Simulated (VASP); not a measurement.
Write the native input for VASP 6.6.1 that does the following.

```
Task                   : single point
Functional             : PBE
Potentials or basis    : VASP PAW PBE potentials, release 64 (Ni_sv_GW)
Cutoff                 : 690 eV
k mesh                 : 12 × 12 × 7
Occupations            : fermi-dirac, width 0.05 eV
Spin                   : no spin polarisation
Dipole correction      : no
Further INCAR settings : ALGO = Normal; EDIFF = 1e-06; NBANDS = 25
```

The structure of Ni lies in POSCAR:

```
Ni
1.0
    2.4480228978      0.0000000000      0.0000000000
   -1.2240114489      2.1200500186      0.0000000000
    0.0000000000      0.0000000000      4.0728075700
Ni
2
Direct
    0.6666666667      0.3333333333      0.7500000000
    0.3333333333      0.6666666667      0.2500000000
```

This isn't the form of Ni at room conditions, which is fcc.

One way to write it, as run:

INCAR

```
PREC = Accurate ; ENCUT = 690
EDIFF = 1E-6 ; ISMEAR = -1
SIGMA = 0.05 ; LREAL = F
LASPH = T ; NELM = 120
ALGO = Normal ; ISIF = 2
LWAVE = F ; LCHARG = T
GGA = PE ; LELF = T
LVHAR = T ; NBANDS = 25
GGA_COMPAT = F
```

KPOINTS

```
regular mesh
0
Gamma
  12 12 7
```

Potentials or basis: VASP PAW PBE potentials, release 64 (Ni_sv_GW).

The run is started by

```console
$ cat potpaw_PBE.64/Ni_sv_GW/POTCAR > POTCAR
$ mpirun -np 1 vasp_std > vasp.out
```

It gave:

```yaml
Pressure: 4.8 GPa
Band_gap_on_the_k_mesh: zero (bands 18 and 19 overlap by 0.50 eV)
```

Caveat: the cell stands under pressure; the run has no spin polarisation, though such a crystal can be magnetic.

Run time: 55 s on 1 thread of Intel(R) Xeon(R) Platinum 8175M CPU @ 2.50GHz (Skylake/Cascade Lake), with other jobs on the host, peak memory 0.2 GiB.
